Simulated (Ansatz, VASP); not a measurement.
**P in VASP and in Ansatz**

File INCAR:

```
SYSTEM = P
PREC = Accurate ; ENCUT = 520
EDIFF = 1E-6 ; ISMEAR = 0
SIGMA = 0.02 ; LREAL = .False.
LASPH = .True. ; NELM = 60
ALGO = Normal ; ISIF = 2
LWAVE = .False. ; LCHARG = .True.
GGA = PS ; LELF = .True.
LVHAR = .True. ; NBANDS = 18
```

File KPOINTS:

```
regular mesh
0
Gamma
  8 1 6
  0 0 0
```

Contents of POSCAR:

```
P
1.0
    3.5235383554      0.0000000000      0.0000000000
    0.0000000000     35.9215647164      0.0000000000
    0.0000000000      0.0000000000      4.6113329705
P
4
Direct
    0.0000000000      0.9703516590      0.5792153970
    0.0000000000      0.0296483410      0.4207846030
    0.5000000000      0.0296483410      0.0792153970
    0.5000000000      0.9703516590      0.9207846030
```

Input for Ansatz:

```yaml
crystal:
  lattice:
    - [3.5235383554, 0.0, 0.0]
    - [0.0, 35.9215647164, 0.0]
    - [0.0, 0.0, 4.6113329705]
  atoms:
    - { symbol: P, position: [0.0, 0.970351659, 0.579215397] }
    - { symbol: P, position: [0.0, 0.029648341, 0.420784603] }
    - { symbol: P, position: [0.5, 0.029648341, 0.079215397] }
    - { symbol: P, position: [0.5, 0.970351659, 0.920784603] }
basis:
  ecutwfc: 420
kpoints:
  mp_grid: { grid: [8, 1, 6] }
hamiltonian:
  xc: pbesol
scf:
  occupations: { method: gaussian, width: 0.02 }
output:
  forces: true
  stress: true
  eigenvalues: true
```

Alike in both runs: task single point; functional PBEsol; k mesh 8 × 1 × 6; occupations gaussian, width 0.02 eV; no spin polarisation.

|  | VASP | Ansatz |
| --- | --- | --- |
| version | VASP 6.6.1 | Ansatz 0.2.0 |
| potentials or method | VASP PAW PBE potentials, release 64 (P), cutoff 520 eV | scalar-relativistic, plane waves, PAW |
| valence electrons in the cell | 20 | 20 |

```tsv
	VASP	Ansatz	Ansatz less VASP
gap on the k mesh at the Fermi level (eV)	1.18	1.16	-0.025
least direct gap on the mesh (eV)	1.47	1.44	-0.031
rms of the force components (eV/Å)	0.517	0.510	-0.0071
```

VASP's potentials were made for PBE, not for PBEsol. Atom by atom the forces differ by 0.011 eV/Å (rms over components). The functional is the same, so the differences come from potentials, cutoffs and numerics.
